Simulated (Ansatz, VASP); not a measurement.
# One calculation of BaTiO3, two programs

File INCAR:

```
PREC     = Accurate       # precision mode
ENCUT    = 520            # plane-wave cutoff, eV
EDIFF    = 1E-6           # SCF threshold, eV
ISMEAR   = -1             # smearing method
SIGMA    = 0.08           # smearing width, eV
LREAL    = F              # projectors in reciprocal space
LASPH    = T              # aspherical terms in the spheres
NELM     = 100            # most SCF steps
ALGO     = Normal         # electronic algorithm
ISIF     = 2              # what is computed and relaxed
LWAVE    = F              # write WAVECAR
LCHARG   = F              # write CHGCAR
GGA      = PS             # functional
NBANDS   = 28             # bands
```

Contents of KPOINTS:

```
regular mesh
0
Gamma
  7 7 7
```

File POSCAR:

```
BaTiO3
1.0
    3.9998000000     -0.0599970000     -0.0599970000
   -0.0599970000      3.9998000000     -0.0599970000
   -0.0602700000     -0.0602700000      4.0180000000
Ba Ti O
1 1 3
Direct
    0.0000000000      0.0000000000      0.0000000000
    0.5000000000      0.5000000000      0.4820000000
    0.5000000000      0.5000000000      0.0160000000
    0.5000000000      0.0000000000      0.5150000000
    0.0000000000      0.5000000000      0.5150000000
```

Input for Ansatz:

```yaml
crystal:
  lattice:
    - [3.9998, -0.059997, -0.059997]
    - [-0.059997, 3.9998, -0.059997]
    - [-0.06027, -0.06027, 4.018]
  atoms:
    - { symbol: Ba, position: [0.0, 0.0, 0.0] }
    - { symbol: Ti, position: [0.5, 0.5, 0.482] }
    - { symbol: O, position: [0.5, 0.5, 0.016] }
    - { symbol: O, position: [0.5, 0.0, 0.515] }
    - { symbol: O, position: [0.0, 0.5, 0.515] }
kpoints:
  mp_grid: { grid: [7, 7, 7] }
  band_path:
    path:
      - [0.0, 0.0, 0.0]
      - [-0.5, 0.5, 0.0]
      - [-0.5, 0.5, 0.5]
      - [0.0, 0.0, 0.5]
      - [0.0, 0.0, 0.0]
      - [-0.5, 0.0, 0.5]
      - [0.0, 0.0, 0.0]
      - [-0.5, 0.0, 0.0]
    npoints: 5
scf:
  occupations: { method: fermi_dirac, width: 0.08 }
hamiltonian:
  xc: pbesol
  pseudopotentials: { kind: all_electron, lapw: { basis_error: 0.001 } }
output:
  forces: true
  stress: true
  eigenvalues: true
```

Change from the starting cell: equal xy, yz and zx shear strains of -3 %.

Alike in both runs: task single point; functional PBEsol; k mesh 7 × 7 × 7; occupations fermi-dirac, width 0.08 eV; no spin polarisation.

|  | VASP | Ansatz |
| --- | --- | --- |
| version | VASP 6.6.1 | Ansatz 0.2.0 |
| potentials or method | VASP PAW PBE potentials, release 64 (Ba_sv, Ti_sv, O), cutoff 520 eV | all-electron LAPW, scalar-relativistic |

|  | VASP | Ansatz | Ansatz less VASP |
| --- | --- | --- | --- |
| pressure (GPa) | -1.5 | -3.4 | -1.84 |
| traceless stress, the component that is largest in VASP (GPa) | 3.77 | 3.66 | -0.107 |
| rms of the force components (eV/Å) | 0.119 | 0.128 | +0.0087 |

VASP's potentials were made for PBE, not for PBEsol. Atom by atom the forces differ by 0.019 eV/Å (rms over components). Ansatz ran all-electron here, and VASP with PAW potentials.

Neither program's run includes spin-orbit coupling.
